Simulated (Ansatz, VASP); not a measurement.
One calculation of Al2Cu, two programs

Contents of INCAR:

```
SYSTEM = Al2Cu
PREC     = Accurate       ! precision mode
ENCUT    = 520            ! plane-wave cutoff, eV
EDIFF    = 1E-6           ! SCF threshold, eV
ISMEAR   = 0              ! smearing method
SIGMA    = 0.15           ! smearing width, eV
LREAL    = .FALSE.        ! projectors in reciprocal space
LASPH    = .TRUE.         ! aspherical terms in the spheres
NELM     = 60             ! most SCF steps
ALGO     = Fast           ! electronic algorithm
ISIF     = 2              ! what is computed and relaxed
LWAVE    = .FALSE.        ! write WAVECAR
LCHARG   = .TRUE.         ! write CHGCAR
LELF     = .TRUE.         ! ELF
LVHAR    = .TRUE.       
NBANDS   = 26             ! bands
```

File KPOINTS:

```
regular mesh
0
G
  10 10 10
  0 0 0
```

Contents of POSCAR:

```
Al2Cu
1.0
   -2.9667541119      2.9667541119      2.3917784768
    2.9667541119     -2.9667541119      2.3917784768
    2.9667541119      2.9667541119     -2.3917784768
Al Cu
4 2
Direct
    0.1595538967      0.6595538967      0.8191077933
    0.6595538967      0.8404461033      0.5000000000
    0.8404461033      0.3404461033      0.1808922067
    0.3404461033      0.1595538967      0.5000000000
    0.7500000000      0.7500000000      0.0000000000
    0.2500000000      0.2500000000      0.0000000000
```

Input for Ansatz:

```yaml
crystal:
  lattice:
    - [-2.9667541119, 2.9667541119, 2.3917784768]
    - [2.9667541119, -2.9667541119, 2.3917784768]
    - [2.9667541119, 2.9667541119, -2.3917784768]
  atoms:
    - { symbol: Al, position: [0.1595538967, 0.6595538967, 0.8191077933] }
    - { symbol: Al, position: [0.6595538967, 0.8404461033, 0.5] }
    - { symbol: Al, position: [0.8404461033, 0.3404461033, 0.1808922067] }
    - { symbol: Al, position: [0.3404461033, 0.1595538967, 0.5] }
    - { symbol: Cu, position: [0.75, 0.75, 0.0] }
    - { symbol: Cu, position: [0.25, 0.25, 0.0] }
basis:
  ecutwfc: 520.0
kpoints:
  mp_grid: { grid: [10, 10, 10] }
hamiltonian:
  xc: lda
  pseudopotentials: { kind: paw, azcp: { folder: soft_1 } }
scf:
  occupations: { method: gaussian, width: 0.15 }
output:
  forces: true
  stress: true
  eigenvalues: true
  write_density: true
  write_potential: true
  elf: true
  volumetric_format: npy
```

Alike in both runs: task single point; functional LDA; k mesh 10 × 10 × 10; occupations gaussian, width 0.15 eV; no spin polarisation.

|  | VASP | Ansatz |
| --- | --- | --- |
| version | VASP 6.6.1 | Ansatz 0.2.0 |
| potentials or method | VASP PAW LDA potentials, release 64 (Al, Cu), cutoff 520 eV | scalar-relativistic, plane waves, PAW |
| valence electrons in the cell | 34 | 50 |

```tsv
	VASP	Ansatz	Ansatz less VASP
gap on the k mesh at the Fermi level (eV)	none	none	-
pressure (GPa)	0.4	0.0	-0.42
traceless stress, the component that is largest in VASP (GPa)	-0.05	-0.05	-0.009
```

Ansatz warns that its potentials were made for another functional, while VASP's fit it. LDA's correlation is that of Perdew and Zunger in VASP and of Perdew and Wang (1992) in Ansatz. A gap of «none» marks a metal or a gap that the smearing closes. VASP's potentials hold 34 valence electrons a cell and Ansatz's 50, so a difference there can come from the potentials and not from the codes.
